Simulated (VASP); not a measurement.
# EuS (Fm-3m) in VASP: settings compared

Aim: see how the results for EuS move with the level of theory and the settings. Levels: BLYP, RPBE, r2SCAN. Tasks: single point.

Everything below comes from runs of VASP 6.6.1. Logs are shortened: lines on timing, memory, paths and dates and some standing lists are left out, and cuts for length are marked.

**The experiment to reproduce.**

“Crystal-field mediated electronic transitions of EuS up to 35 GPa”, 2022, pmc:8786971 reports, for a powder of EuS at 300 K: band gap 1.72 eV (optical).

How close the calculation comes is told below.

**1. The cell of the first run**

The structure is cubic, space group Fm-3m (No. 225). Conventional cell: a = 5.957 Å, b = 5.957 Å, c = 5.957 Å, α = 90.00°, β = 90.00°, γ = 90.00°. Within 3.9 Å of Eu (site symmetry m-3m) lie 6 S at 2.98 Å. Within 3.9 Å of S (site symmetry m-3m) lie 6 Eu at 2.98 Å.

**2. Single point, BLYP, collinear spin, ferromagnetic start**

INCAR reads:

```
  PREC = Accurate
  ENCUT = 600
  EDIFF = 1E-6
  ISMEAR = -1
  SIGMA = 0.1
  LREAL = F
  LASPH = T
  NELM = 200
  ALGO = Normal
  ISIF = 2
  LWAVE = F
  LCHARG = F
  ISPIN = 2
  MAGMOM = 7 0
  LORBIT = 11
  LMAXMIX = 6
  GGA = B5
  ALDAX = 1.0
  AGGAX = 1.0
  AGGAC = 1.0
  ALDAC = 0.0
  NBANDS = 22
  GGA_COMPAT = F
```

KPOINTS reads:

```
Automatic mesh
0
Gamma
  7 7 7
```

POSCAR reads:

```
EuS
1.0
    0.0000000000      2.9785000000      2.9785000000
    2.9785000000      0.0000000000      2.9785000000
    2.9785000000      2.9785000000      0.0000000000
Eu S
1 1
Direct
    0.0000000000      0.0000000000      0.0000000000
    0.5000000000      0.5000000000      0.5000000000
```

Potentials or basis: VASP PAW PBE potentials, release 64 (Eu, S).

Command:

```sh
$ cat potpaw_PBE.64/Eu/POTCAR potpaw_PBE.64/S/POTCAR > POTCAR
$ mpirun -np 1 vasp_std > vasp.out
```

OUTCAR:

```text
PREC = Accurate
   ENCUT = 600
   EDIFF = 1E-6
   ISMEAR = -1
   LREAL = F
   LASPH = T
   NELM = 200
   ISIF = 2
   ISPIN = 2
   LORBIT = 11
   GGA = B5

 ion  position               nearest neighbor table
   1  0.000  0.000  0.000-   2 2.98   2 2.98   2 2.98   2 2.98   2 2.98   2 2.98
   2  0.500  0.500  0.500-   1 2.98   1 2.98   1 2.98   1 2.98   1 2.98   1 2.98

  LATTYP: Found a face centered cubic cell.
 ALAT       =     5.9570000000

  Lattice vectors:

 A1 = (   0.0000000000,   2.9785000000,   2.9785000000)
 A2 = (   2.9785000000,   0.0000000000,   2.9785000000)
 A3 = (   2.9785000000,   2.9785000000,   0.0000000000)

Analysis of symmetry for initial positions (statically):
=====================================================================
 Subroutine PRICEL returns:
 Original cell was already a primitive cell.

 Routine SETGRP: Setting up the symmetry group for a
 face centered cubic supercell.

 Subroutine GETGRP returns: Found 48 space group operations
 (whereof 48 operations were pure point group operations)
 out of a pool of 48 trial point group operations.

The static configuration has the point symmetry O_h .

Analysis of symmetry for dynamics (positions and initial velocities):
=====================================================================
 Subroutine PRICEL returns:
 Original cell was already a primitive cell.

 Routine SETGRP: Setting up the symmetry group for a
 face centered cubic supercell.

 Subroutine GETGRP returns: Found 48 space group operations
 (whereof 48 operations were pure point group operations)
 out of a pool of 48 trial point group operations.

The dynamic configuration has the point symmetry O_h .

Analysis of structural, dynamic, and magnetic symmetry:
=====================================================================
 Subroutine PRICEL returns:
 Original cell was already a primitive cell.

 Routine SETGRP: Setting up the symmetry group for a
 face centered cubic supercell.

 Subroutine GETGRP returns: Found 48 space group operations
 (whereof 48 operations were pure point group operations)
 out of a pool of 48 trial point group operations.

The overall configuration has the point symmetry O_h .

 Subroutine INISYM returns: Found 48 space group operations
 (whereof 48 operations are pure point group operations),
 and found     1 'primitive' translations

----------------------------------------------------------------------------------------

                                     Primitive cell

  volume of cell :      52.8473

  direct lattice vectors                    reciprocal lattice vectors
     0.000000000  2.978500000  2.978500000    -0.167869733  0.167869733  0.167869733
     2.978500000  0.000000000  2.978500000     0.167869733 -0.167869733  0.167869733
     2.978500000  2.978500000  0.000000000     0.167869733  0.167869733 -0.167869733

  length of vectors
     4.212235096  4.212235096  4.212235096     0.290758907  0.290758907  0.290758907

  position of ions in fractional coordinates (direct lattice)
     0.000000000  0.000000000  0.000000000
     0.500000000  0.500000000  0.500000000

  ion indices of the primitive-cell ions
   primitive index   ion index
                 1           1
                 2           2

----------------------------------------------------------------------------------------

 KPOINTS: Automatic mesh

Automatic generation of k-mesh.
 Grid dimensions read from file:
 generate k-points for:    7    7    7

 Generating k-lattice:

  Cartesian coordinates                     Fractional coordinates (reciprocal lattice)
    -0.023981390  0.023981390  0.023981390     0.142857143  0.000000000  0.000000000
     0.023981390 -0.023981390  0.023981390     0.000000000  0.142857143  0.000000000
     0.023981390  0.023981390 -0.023981390     0.000000000  0.000000000  0.142857143

  Length of vectors
     0.041536987  0.041536987  0.041536987

  Shift w.r.t. Gamma in fractional coordinates (k-lattice)
     0.000000000  0.000000000  0.000000000

 Subroutine IBZKPT returns following result:
 ===========================================

 Found     20 irreducible k-points:

 Following reciprocal coordinates:
            Coordinates               Weight
  0.000000  0.000000  0.000000      1.000000
  0.142857  0.000000  0.000000      8.000000
  0.285714  0.000000  0.000000      8.000000
  0.428571  0.000000  0.000000      8.000000
  0.142857  0.142857  0.000000      6.000000
  0.285714  0.142857  0.000000     24.000000
[... 12 lines left out ...]
 -0.428571  0.428571  0.142857     24.000000
 -0.285714  0.428571  0.142857     24.000000
   k-points           NKPTS =     20   k-points in BZ     NKDIM =     20   number of bands    NBANDS=     22
   number of dos      NEDOS =    301   number of ions     NIONS =      2
   total plane-waves  NPLWV =  46656
   dimension x,y,z NGX =    36 NGY =   36 NGZ =   36
   dimension x,y,z NGXF=    72 NGYF=   72 NGZF=   72
   ions per type =               1   1
   NGX,Y,Z   is equivalent  to a cutoff of  14.21, 14.21, 14.21 a.u.
   NGXF,Y,Z  is equivalent  to a cutoff of  28.42, 28.42, 28.42 a.u.
 SYSTEM =  unknown system
   PREC   = accura    normal or accurate (medium, high low for compatibility)
   ISTART =      0    job   : 0-new  1-cont  2-samecut
   ICHARG =      2    charge: 1-file 2-atom 10-const
   ISPIN  =      2    spin polarized calculation?
   LNONCOLLINEAR =      F non collinear calculations
   LSORBIT =      F    spin-orbit coupling
   LASPH  =      T    aspherical Exc in radial PAW
   ENCUT  =  600.0 eV  44.10 Ry    6.64 a.u.   8.41  8.41  8.41*2*pi/ulx,y,z
   NELM   =    200;   NELMIN=  2; NELMDL= -5     # of ELM steps
   EDIFF  = 0.1E-05   stopping-criterion for ELM
   LREAL  =      F    real-space projection
   EDIFFG = 0.1E-04   stopping-criterion for IOM
   NSW    =      0    number of steps for IOM
   IBRION =     -1    ionic relax: 0-MD 1-quasi-New 2-CG
   NFREE  =      0    steps in history (QN), initial steepest desc. (CG)
   ISIF   =      2    stress and relaxation
   ISYM   =      2    0-nonsym 1-usesym 2-fastsym
   POTIM  = 0.5000    time-step for ionic-motion
   TEBEG  =    0.0;   TEEND  =   0.0 temperature during run
   PSTRESS=    0.0 pullay stress
   NELECT =      23.0000    total number of electrons
   NUPDOWN=      -1.0000    fix difference up-down
   EMIN   =  10.00;   EMAX   =-10.00  energy-range for DOS
   EFERMI =   0.00;   METHOD = LEGACY
   ISMEAR =    -1;   SIGMA  =   0.10  broadening in eV -4-tet -1-fermi 0-gaus
   EFERMI_NEDOS =   21; number of points for ismear=-14 and -15
   IALGO  =     38    algorithm
   IMIX   =      4    mixing-type and parameters
     AMIX     =   0.40;   BMIX     =  1.00
     AMIX_MAG =   1.60;   BMIX_MAG =  1.00
  volume/ion in A,a.u.               =      26.42       178.32
  Fermi-wavevector in a.u.,A,eV,Ry     =   1.240633  2.344456 20.941667  1.539169
  Thomas-Fermi vector in A             =   2.375065
   LORBIT       =     11    0 simple, 1 ext, 2 COOP (PROOUT), +10 PAW based schemes
   GGA     = B5    functional components
   LHFCALC =     F    Hartree Fock is set to
   AEXX    =    0.0000 exact exchange contribution
   IVDW    =     0    specifies the selected vdW correction
   LEPSILON=     F    determine dielectric tensor
   LRPA    =     F    only Hartree local field effects (RPA)
 spin polarized calculation
  energy-cutoff  :      600.00
  volume of cell :       52.85
 maximum number of plane-waves:      1807
 NGX is ok and might be reduce to    36
   NGX = 17   NGY = 17   NGZ = 17

 number of electron      22.9999997 magnetization       6.9517955

 Free energy of the ion-electron system (eV)
  ---------------------------------------------------
  ext. energy  EPLUGINS =         0.00000000
  ---------------------------------------------------
  free energy    TOTEN  =       -18.60983164 eV

  energy without entropy =      -18.56094078  energy(sigma->0) =      -18.58538621

 E-fermi :   4.8889     XC(G=0):  -9.0967

 val. band max:        4.7863597824   @ k =   0.2857   0.2857   0.0000
 cond. band min:       4.9301321738   @ k =  -0.4286   0.4286   0.0000
 fundamental gap:      0.1437723914
 Fermi energy:         4.8889336553

 spin component 1

 k-point     1 :       0.0000    0.0000    0.0000
  band No.  band energies     occupation
      1     -36.6308      1.00000
      2     -15.4746      1.00000
      3     -15.4746      1.00000
      4     -15.4746      1.00000
      5      -8.7169      1.00000
      6       1.9554      1.00000
[... 14 lines left out ...]
     21       6.6958      0.00000
     22      12.6946      0.00000

 k-point     2 :       0.1429    0.0000    0.0000
  band No.  band energies     occupation
      1     -36.6283      1.00000
      2     -15.5395      1.00000
      3     -15.4792      1.00000
      4     -15.4792      1.00000
      5      -8.5692      1.00000
      6       1.3171      1.00000
[... 14 lines left out ...]
     21       7.4108      0.00000
     22      13.3846      0.00000

 k-point     3 :       0.2857    0.0000    0.0000
  band No.  band energies     occupation
      1     -36.6228      1.00000
      2     -15.6787      1.00000
      3     -15.4896      1.00000
      4     -15.4896      1.00000
      5      -8.2305      1.00000
      6       0.2522      1.00000
[... 14 lines left out ...]
     21       8.9723      0.00000
     22      13.0788      0.00000
[... 376 lines left out ...]
 k-point    19 :      -0.4286    0.4286    0.1429
  band No.  band energies     occupation
      1     -36.6142      1.00000
      2     -15.6847      1.00000
      3     -15.5873      1.00000
      4     -15.5676      1.00000
      5      -8.2277      1.00000
      6       0.6373      1.00000
[... 14 lines left out ...]
     21       9.7139      0.00000
     22      12.2222      0.00000

 k-point    20 :      -0.2857    0.4286    0.1429
  band No.  band energies     occupation
      1     -36.6139      1.00000
      2     -15.6512      1.00000
      3     -15.6447      1.00000
      4     -15.5606      1.00000
      5      -8.1583      1.00000
      6       0.5387      1.00000
[... 14 lines left out ...]
     21      11.3570      0.00000
     22      12.8562      0.00000
 Fermi energy:         4.8889336553

 spin component 2

 k-point     1 :       0.0000    0.0000    0.0000
  band No.  band energies     occupation
      1     -33.7340      1.00000
      2     -13.3560      1.00000
      3     -13.3560      1.00000
      4     -13.3560      1.00000
      5      -8.7141      1.00000
      6       2.1074      1.00000
[... 14 lines left out ...]
     21       9.3018      0.00000
     22      13.4871      0.00000

 k-point     2 :       0.1429    0.0000    0.0000
  band No.  band energies     occupation
      1     -33.7306      1.00000
      2     -13.4598      1.00000
      3     -13.3615      1.00000
      4     -13.3615      1.00000
      5      -8.5356      1.00000
      6       1.4613      1.00000
[... 14 lines left out ...]
     21       9.3691      0.00000
     22      14.1503      0.00000

 k-point     3 :       0.2857    0.0000    0.0000
  band No.  band energies     occupation
      1     -33.7229      1.00000
      2     -13.6730      1.00000
      3     -13.3739      1.00000
      4     -13.3739      1.00000
      5      -8.1420      1.00000
      6       0.4025      1.00000
[... 14 lines left out ...]
     21       9.9884      0.00000
     22      13.9332      0.00000
[... 376 lines left out ...]
 k-point    19 :      -0.4286    0.4286    0.1429
  band No.  band energies     occupation
      1     -33.7110      1.00000
      2     -13.6489      1.00000
      3     -13.5074      1.00000
      4     -13.4880      1.00000
      5      -8.2150      1.00000
      6       0.8217      1.00000
[... 14 lines left out ...]
     21      10.4309      0.00000
     22      12.9241      0.00000

 k-point    20 :      -0.2857    0.4286    0.1429
  band No.  band energies     occupation
      1     -33.7105      1.00000
      2     -13.6133      1.00000
      3     -13.5851      1.00000
      4     -13.4757      1.00000
      5      -8.1281      1.00000
      6       0.6759      1.00000
[... 14 lines left out ...]
     21      12.0737      0.00000
     22      13.6154      0.00000

------------------------ aborting loop because EDIFF is reached ----------------------------------------

  FORCE on cell =-STRESS in cart. coord.  units (eV):
  Direction    XX          YY          ZZ          XY          YZ          ZX
  --------------------------------------------------------------------------------------
  -------------------------------------------------------------------------------------
  Total        0.1732609      0.1732609      0.1732609     -0.0000000      0.0000000     -0.0000000
  in kB        5.2527692      5.2527692      5.2527692     -0.0000000      0.0000000     -0.0000000
  external PRESSURE =       5.2527692 kB  Pullay stress =       0.0000000 kB

 VOLUME and BASIS-vectors are now :
 -----------------------------------------------------------------------------
  energy-cutoff  :      600.00
  volume of cell :       52.85
      direct lattice vectors                 reciprocal lattice vectors
     0.000000000  2.978500000  2.978500000    -0.167869733  0.167869733  0.167869733
     2.978500000  0.000000000  2.978500000     0.167869733 -0.167869733  0.167869733
     2.978500000  2.978500000  0.000000000     0.167869733  0.167869733 -0.167869733

 POSITION                                       TOTAL-FORCE (eV/Angst)
 -----------------------------------------------------------------------------------
      0.00000      0.00000      0.00000         0.000000     -0.000000      0.000000
      2.97850      2.97850      2.97850        -0.000000      0.000000     -0.000000
 -----------------------------------------------------------------------------------
    total drift:                               -0.000000      0.000000      0.000000

  FREE ENERGIE OF THE ION-ELECTRON SYSTEM (eV)
  ---------------------------------------------------
  free  energy   TOTEN  =       -18.6098316411 eV

  energy  without entropy=      -18.5609407817  energy(sigma->0) =      -18.58538621

 total charge

# of ion       s       p       d       f       tot
--------------------------------------------------
    1        2.026   5.743   0.312   6.665  14.747
    2        1.326   2.459   0.000   0.000   3.785
--------------------------------------------------
tot          3.352   8.202   0.312   6.665  18.532

 magnetization (x)

# of ion       s       p       d       f       tot
--------------------------------------------------
    1       -0.014  -0.104   0.082   6.634   6.598
    2       -0.005  -0.047   0.000   0.000  -0.051
--------------------------------------------------
tot         -0.019  -0.150   0.082   6.634   6.547
```

Run time: 72 s. Hardware: 1 thread of Intel Xeon 6975P-C (Granite Rapids), shared host; peak memory 0.27 GiB.

Results:

* Free energy: -18.6098 eV
* Pressure: 0.5 GPa
* Net moment: 6.95 μB per cell
* Site moments: Eu +6.60; S -0.05 μB
* Valence electrons inside the program's atomic spheres: Eu 14.75; S 3.79

Caveat: the PAW data sets were made with another functional, which shifts forces and pressure a little; spin-orbit coupling is left out, which moves the levels of the heavy elements; a cell with one magnetic atom can't hold antiferromagnetic order, which such compounds often take; semilocal functionals describe open f shells poorly, which spoils levels, moments and volumes. The state reached can hang on the start; a lower one may exist.

(Continued in part 2 of 2.)
